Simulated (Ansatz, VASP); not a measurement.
# Two plane-wave programs on Pd

```
Pd
1.0
     2.73648    0.00000    0.00000
    -1.36824    2.36986    0.00000
     0.00000    0.00000    4.55042
Pd
2
Direct
  0.66667 0.33333 0.75000
  0.33333 0.66667 0.25000
```

Change from the starting cell: volume scaled by 0.95, no spin polarisation, PAW files.

Alike in both runs: task single point; functional PBE; k mesh 14 × 14 × 7; occupations fermi-dirac, width 0.05 eV; no spin polarisation.

|  | VASP | Ansatz |
| --- | --- | --- |
| version | VASP 6.6.1 | Ansatz 0.2.0 |
| potentials or method | VASP PAW PBE potentials, release 64 (Pd) | PAW with Ansatz's default frozen-core files, scalar-relativistic |
| plane-wave cutoff (eV) | 520 | 420 |
| valence electrons in the cell | 20 | 36 |

Ansatz gave:

```
pressure (GPa)                                                : 7.9
traceless stress, the component that is largest in VASP (GPa) : 0.52
```

Problem. Estimate VASP's values.

Solution. Pressure (GPa): 7.6; traceless stress, the component that is largest in VASP (GPa): 0.45.

VASP's potentials hold 20 valence electrons a cell and Ansatz's 36, so a difference there can come from the potentials and not from the codes.
